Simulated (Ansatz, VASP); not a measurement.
**AlCr2C: VASP beside Ansatz**

```
Al Cr C
1.0
     2.84132    0.00000    0.00000
    -1.42066    2.46065    0.00000
     0.00000    0.00000   12.69880
Al Cr C
2 4 2
Direct
  0.66667 0.33333 0.25000
  0.33333 0.66667 0.75000
  0.33333 0.66667 0.41578
  0.66667 0.33333 0.91578
  0.66667 0.33333 0.58422
  0.33333 0.66667 0.08422
  0.00000 0.00000 0.50000
  0.00000 0.00000 0.00000
```

Alike in both runs: functional PBE; k mesh 15 × 15 × 4; occupations gaussian, width 0.1 eV; no spin polarisation.

Ansatz relaxed the structure, and its values are those at the end. VASP's run is a single point on that final structure, the one shown.

|  | VASP | Ansatz |
| --- | --- | --- |
| version | VASP 6.6.1 | Ansatz 0.2.0 |
| potentials or method | VASP PAW PBE potentials, release 64 (Al, Cr_pv, C), cutoff 520 eV | scalar-relativistic, plane waves, PAW |
| valence electrons in the cell | 62 | 70 |

VASP gave:

| Property | Result |
| --- | --- |
| gap on the k mesh at the Fermi level (eV) | none |
| pressure (GPa) | 0.1 |
| rms of the force components (eV/Å) | 0.017 |

**Question.** Which values does Ansatz return?

**Answer.** gap on the k mesh at the Fermi level (eV): none; pressure (GPa): 0.0; rms of the force components (eV/Å): 0.000.

A gap of «none» marks a metal or a gap that the smearing closes. VASP's potentials hold 62 valence electrons a cell and Ansatz's 70, so a difference there can come from the potentials and not from the codes.
